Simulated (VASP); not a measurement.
# LiTc12 (a cell with a defect) in VASP: single point with PBE

Aim: the single point of LiTc12 (a cell with a defect) with PBE.

All numbers are computed with VASP 6.6.1; they aren't measurements. Logs are shortened: lines on timing, memory, paths and dates and some standing lists are left out, and cuts for length are marked.

**1. The cell of the first run**

The cell holds a defect, 13 atoms: a = 5.480 Å, b = 8.220 Å, c = 4.395 Å, α = 90.00°, β = 90.00°, γ = 120.00°.

**2. Single point, PBE**

INCAR reads:

```
PREC = Accurate ; ENCUT = 650
EDIFF = 1E-6 ; ISMEAR = 0
SIGMA = 0.05 ; LREAL = F
LASPH = T ; NELM = 120
ALGO = Normal ; ISIF = 2
LWAVE = F ; LCHARG = F
GGA = PE ; NBANDS = 92
GGA_COMPAT = F
```

KPOINTS reads:

```
Automatic mesh
0
Gamma
  4 3 4
```

POSCAR reads:

```
LiTc12
1.0
    5.4800000000      0.0000000000      0.0000000000
   -4.1100000000      7.1187290000      0.0000000000
    0.0000000000      0.0000000000      4.3949600000
Tc Li
12 1
Direct
   -0.0255324082     -0.0099604859      0.0338895007
    0.1554850812      0.2311942202      0.4650172015
    0.0008151681      0.3340941901     -0.0104205727
    0.1722958001      0.5593827213      0.4890105940
    0.0064297297      0.6699157954     -0.0004077398
    0.1498107568      0.8680532719      0.4792118700
    0.5115300277     -0.0078626395      0.0368865701
    0.6924794591      0.2331541206      0.4684641043
    0.5177162307      0.3553347796      0.0229965688
    0.6605378361      0.5534166282      0.5026571345
    0.4945063041      0.6639120551      0.0132465369
    0.6664226465      0.8892136504      0.5126308317
    0.3332667232      0.1117021030      0.7511201467
```

Potentials or basis: VASP PAW PBE potentials, release 64 (Tc_pv, Li_sv).

On the command line:

```sh
> cat potpaw_PBE.64/Tc_pv/POTCAR potpaw_PBE.64/Li_sv/POTCAR > POTCAR
> mpirun -np 1 vasp_std > vasp.out
```

OUTCAR:

```text
PREC = Accurate
   ENCUT = 650
   EDIFF = 1E-6
   ISMEAR = 0
   LREAL = F
   LASPH = T
   NELM = 120
   ISIF = 2
   GGA = PE

 ion  position               nearest neighbor table
   1  0.974  0.990  0.034-  13 2.11   7 2.55   2 2.56  12 2.56   6 2.59  11 2.66  12 2.72   5 2.73
                             3 2.77   7 2.93   6 2.97   9 2.99   2 3.03
   2  0.155  0.231  0.465-  13 2.11   8 2.55   3 2.55   1 2.56   9 2.59   4 2.65  10 2.72   3 2.73
                            12 2.76   8 2.93   6 2.97   9 2.99   1 3.03
   3  0.001  0.334  0.990-   2 2.55   8 2.56  11 2.71   8 2.72   4 2.72   4 2.72   2 2.73   9 2.74
                             5 2.75   9 2.75   7 2.76   1 2.77
   4  0.172  0.559  0.489-  11 2.59   6 2.60   2 2.65   8 2.66   5 2.67  10 2.70  12 2.71   3 2.72
                             3 2.72   5 2.74  11 2.77  10 2.78
   5  0.006  0.670  1.000-   6 2.54   9 2.64   4 2.67   6 2.69  11 2.70   7 2.72   1 2.73  10 2.73
                             4 2.74   3 2.75  10 2.75  11 2.78
   6  0.150  0.868  0.479-  13 2.11   5 2.54   1 2.59   7 2.59   4 2.60  10 2.64   5 2.69  12 2.74
                            12 2.75   2 2.97   1 2.97   8 2.99   7 2.99
   7  0.512  0.992  0.037-  13 2.11   1 2.55  12 2.55   8 2.56   6 2.59  11 2.65   5 2.72  12 2.73
                             3 2.76   1 2.93   9 2.97   6 2.99   8 3.03
   8  0.692  0.233  0.468-  13 2.11   2 2.55   7 2.56   3 2.56   9 2.59   4 2.66   3 2.72  10 2.73
                            12 2.77   2 2.93   9 2.97   6 2.99   7 3.03
   9  0.518  0.355  0.023-  13 2.11  10 2.54   8 2.59   2 2.59  11 2.60   5 2.64  10 2.69   3 2.74
                             3 2.75   7 2.97   8 2.97   1 2.99   2 2.99
  10  0.661  0.553  0.503-   9 2.54   6 2.64  11 2.67   9 2.69   4 2.70   2 2.72   8 2.73   5 2.73
                            11 2.74  12 2.74   5 2.75   4 2.78
  11  0.495  0.664  0.013-   4 2.59   9 2.60   7 2.65   1 2.66  10 2.67   5 2.70   3 2.71  12 2.72
                            12 2.72  10 2.74   4 2.77   5 2.78
  12  0.666  0.889  0.513-   7 2.55   1 2.56   4 2.71   1 2.72  11 2.72  11 2.72   7 2.73   6 2.74
                            10 2.74   6 2.75   2 2.76   8 2.77
  13  0.333  0.112  0.751-   9 2.11   6 2.11   1 2.11   8 2.11   2 2.11   7 2.11

  LATTYP: Found a simple monoclinic cell.
 ALAT       =     5.4800000000
 B/A-ratio  =     0.8020000000
 C/A-ratio  =     1.3228756879
 COS(beta)  =    -0.1889822319

  Lattice vectors:

 A1 = (   5.4800000000,   0.0000000000,   0.0000000000)
 A2 = (   0.0000000000,   0.0000000000,   4.3949600000)
 A3 = (  -1.3700000000,  -7.1187290000,   0.0000000000)

Analysis of symmetry for initial positions (statically):
=====================================================================
 Subroutine PRICEL returns:
 Original cell was already a primitive cell.

 Routine SETGRP: Setting up the symmetry group for a
[... 162 lines left out ...]
     AMIX_MAG =   1.60;   BMIX_MAG =  1.00
  volume/ion in A,a.u.               =      13.19        89.00
  Fermi-wavevector in a.u.,A,eV,Ry     =   1.596472  3.016894 34.677466  2.548722
  Thomas-Fermi vector in A             =   2.694229
   LORBIT       =      0    0 simple, 1 ext, 2 COOP (PROOUT), +10 PAW based schemes
   GGA     = PE    functional components
   LHFCALC =     F    Hartree Fock is set to
   AEXX    =    0.0000 exact exchange contribution
   IVDW    =     0    specifies the selected vdW correction
   LEPSILON=     F    determine dielectric tensor
   LRPA    =     F    only Hartree local field effects (RPA)
 non-spin polarized calculation
 Gauss-broadening in eV      SIGMA  =   0.05
  energy-cutoff  :      650.00
  volume of cell :      171.45
 maximum number of plane-waves:      6470
 NGX is ok and might be reduce to    48
   NGX = 23   NGY = 35   NGZ = 19

 number of electron     158.9999998 magnetization

 Free energy of the ion-electron system (eV)
  ---------------------------------------------------
  ext. energy  EPLUGINS =         0.00000000
  ---------------------------------------------------
  free energy    TOTEN  =      -121.78676704 eV

  energy without entropy =     -121.77783324  energy(sigma->0) =     -121.78230014

 E-fermi :  13.0614     XC(G=0): -13.8878

 val. band max:       13.0596955780   @ k =   0.5000   0.0000   0.0000
 cond. band min:      13.0666690000   @ k =   0.5000   0.0000   0.5000
 fundamental gap:      0.0069734220
 Fermi energy:        13.0614430089

 k-point     1 :       0.0000    0.0000    0.0000
  band No.  band energies     occupation
      1     -32.3680      2.00000
      2     -26.5032      2.00000
      3     -26.3413      2.00000
      4     -26.2712      2.00000
      5     -26.2287      2.00000
      6     -26.2265      2.00000
[... 2245 lines left out ...]
     90      15.0876      0.00000
     91      15.3797      0.00000

 [... further k-points ...]

 [bands above 91 left out]

------------------------ aborting loop because EDIFF is reached ----------------------------------------

  FORCE on cell =-STRESS in cart. coord.  units (eV):
  Direction    XX          YY          ZZ          XY          YZ          ZX
  --------------------------------------------------------------------------------------
  -------------------------------------------------------------------------------------
  Total       22.1414242     22.0848276     21.4013570     -0.6231459     -0.5377044      0.3806483
  in kB      206.9084317    206.3795450    199.9926103     -5.8232089     -5.0247701      3.5571035
  external PRESSURE =     204.4268624 kB  Pullay stress =       0.0000000 kB

 VOLUME and BASIS-vectors are now :
 -----------------------------------------------------------------------------
  energy-cutoff  :      650.00
  volume of cell :      171.45
      direct lattice vectors                 reciprocal lattice vectors
     5.480000000  0.000000000  0.000000000     0.182481752  0.105355886  0.000000000
    -4.110000000  7.118729000  0.000000000     0.000000000  0.140474514  0.000000000
     0.000000000  0.000000000  4.394960000     0.000000000  0.000000000  0.227533356

 POSITION                                       TOTAL-FORCE (eV/Angst)
 -----------------------------------------------------------------------------------
      1.27102      7.04782      0.14894        -0.039313     -0.017772      0.037908
     -0.09815      1.64581      2.04373        -0.031890      0.033512     -0.027281
     -1.36866      2.37833      4.34916         0.006893     -0.005603      0.023934
     -1.35488      3.98209      2.14918         0.003469      0.004071     -0.002645
     -2.71812      4.76895      4.39317         0.013680      0.000679      0.008903
     -2.74674      6.17944      2.10612        -0.021072     -0.024754     -0.029925
     -1.27450      7.06276      0.16212         0.036529     -0.024659      0.029742
      2.83652      1.65976      2.05888         0.038024      0.014281     -0.038224
      1.37666      2.52953      0.10107         0.001876      0.021940      0.030690
      1.34520      3.93962      2.20916        -0.010393      0.001302     -0.009311
     -0.01878      4.72621      0.05822         0.013516     -0.006081      0.003223
     -0.00267      6.33007      2.25299        -0.012500      0.001342     -0.027329
      1.36721      0.79518      3.30114         0.001181      0.001741      0.000316
 -----------------------------------------------------------------------------------
    total drift:                               -0.000160      0.000346      0.000193

  FREE ENERGIE OF THE ION-ELECTRON SYSTEM (eV)
  ---------------------------------------------------
  free  energy   TOTEN  =      -121.7867670432 eV

  energy  without entropy=     -121.7778332431  energy(sigma->0) =     -121.78230014
```

stdout:

```text
POSCAR found type information on POSCAR TcLi
 POSCAR found :  2 types and      13 ions
 scaLAPACK will be used
 LDA part: xc-table for (Slater+PW92), standard interpolation
 POSCAR, INCAR and KPOINTS ok, starting setup
 FFT: planning ... GRIDC
 FFT: planning ... GRID_SOFT
 FFT: planning ... GRID
 WAVECAR not read
 entering main loop
```

Run time: 23 min. Hardware: 1 thread of Intel Xeon Platinum 8488C (Sapphire Rapids), shared host; peak memory 0.57 GiB.

What came out:

```yaml
Free_energy: -121.7868 eV
Pressure: 20.4 GPa
Largest_force: 0.057 eV/Å
Band_gap_on_the_k_mesh: zero (an odd number of electrons rules out a gap without spin polarisation)
```

Forces in eV/Å, atoms in the order of the input:
```
Tc  -0.039 -0.018  0.038
Tc  -0.032  0.034 -0.027
Tc   0.007 -0.006  0.024
Tc   0.003  0.004 -0.003
Tc   0.014  0.001  0.009
Tc  -0.021 -0.025 -0.030
Tc   0.037 -0.025  0.030
Tc   0.038  0.014 -0.038
Tc   0.002  0.022  0.031
Tc  -0.010  0.001 -0.009
Tc   0.014 -0.006  0.003
Tc  -0.013  0.001 -0.027
Li   0.001  0.002  0.000
```
